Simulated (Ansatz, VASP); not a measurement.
# NaH: VASP beside Ansatz

```
CELL_PARAMETERS angstrom
-0.01367 2.39751 2.39751
2.39751 -0.01367 2.39751
2.38385 2.38385 0.00000
ATOMIC_POSITIONS crystal
Na 0.00000 0.00000 0.00000
H 0.50000 0.50000 0.50000
```

Change from the starting cell: shear_xy strain -1.1%.

Alike in both runs: task single point; functional HSE06; k mesh 6 × 6 × 6; no spin polarisation.

```csv
,VASP,Ansatz
version,VASP 6.6.1,Ansatz 0.2.0
potentials or method,"VASP PAW PBE potentials, release 64 (Na_pv, H)","plane waves, PAW"
plane-wave cutoff (eV),520,420
occupations,"gaussian, width 0.01 eV",fixed
valence electrons in the cell,8,10
```

|  | VASP | Ansatz | Ansatz less VASP |
| --- | --- | --- | --- |
| gap on the k mesh at the Fermi level (eV) | 4.86 | 4.86 | +0.005 |
| pressure (GPa) | 0.2 | 0.2 | -0.01 |
| traceless stress, the component that is largest in VASP (GPa) | 0.27 | 0.27 | 0.000 |

VASP's potentials hold 8 valence electrons a cell and Ansatz's 10, so a difference there can come from the potentials and not from the codes. Ansatz's warnings: stress exchange threshold loose, stress scf threshold loose.
